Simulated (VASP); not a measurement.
Sc, 2 atoms in the cell. Symmetry: P6_3/mmc, No. 194, hexagonal system. Conventional cell: a = 3.342 Å, b = 3.342 Å, c = 5.273 Å, α = 90.00°, β = 90.00°, γ = 120.00°. Within 4.3 Å of Sc (site symmetry -6m2) lie 12 Sc at 3.27 to 3.34 Å. 

* Program: VASP 6.6.1
* Task: single point
* Functional: PBE
* Potentials or basis: VASP PAW PBE potentials, release 64 (Sc_sv)
* Cutoff: 520 eV
* k mesh: 8 × 8 × 4
* Occupations: fermi-dirac, width 0.05 eV
* Spin: no spin polarisation
* Dipole correction: no
* Further INCAR settings: ALGO = Normal; EDIFF = 1e-06; NBANDS = 18

Potentials or basis: VASP PAW PBE potentials, release 64 (Sc_sv).

Command:

```sh
$ cat potpaw_PBE.64/Sc_sv/POTCAR > POTCAR
$ mpirun -np 1 vasp_std > vasp.out
```

Hardware: 1 thread of AMD EPYC 7R13 Processor (Zen 3) (shared host).

Q: Estimate the wall time of this run.

A: Wall time 28 s on 1 thread of AMD EPYC 7R13 Processor (Zen 3), on a shared host, peak memory 0.15 GiB. Counts: scf iterations 13, k points 30.
